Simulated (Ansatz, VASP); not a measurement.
## AgCl: VASP beside Ansatz

```xyz
2
Lattice="0.0000 2.7499 2.7499 2.8060 -0.0561 2.8060 2.8060 2.8060 -0.0561" Properties=species:S:1:pos:R:3 pbc="T T T"
Ag    2.8060    2.7499    2.7499
Cl    0.0000    0.0000    0.0000
```

Change from the starting cell: strain -0.0400 x Voigt [0, 0, 0, 1, 0, 0], atoms carried along.

Alike in both runs: task single point; functional PBE; k mesh 8 × 8 × 8; occupations gaussian, width 0.05 eV; no spin polarisation.

|  | VASP | Ansatz |
| --- | --- | --- |
| version | VASP 6.6.1 | Ansatz 0.2.0 |
| potentials or method | VASP PAW PBE potentials, release 64 (Ag, Cl), cutoff 520 eV | scalar-relativistic, plane waves, PAW |
| valence electrons in the cell | 18 | 26 |

```tsv
	VASP	Ansatz	Ansatz less VASP
gap on the k mesh at the Fermi level (eV)	0.88	0.89	+0.003
least direct gap on the mesh (eV)	3.00	3.00	-0.001
pressure (GPa)	-0.1	0.0	+0.13
traceless stress, the component that is largest in VASP (GPa)	0.25	0.25	-0.001
```

With one functional, cell and mesh, what is left measures potentials, basis and numerics. VASP's potentials hold 18 valence electrons a cell and Ansatz's 26, so a difference there can come from the potentials and not from the codes.
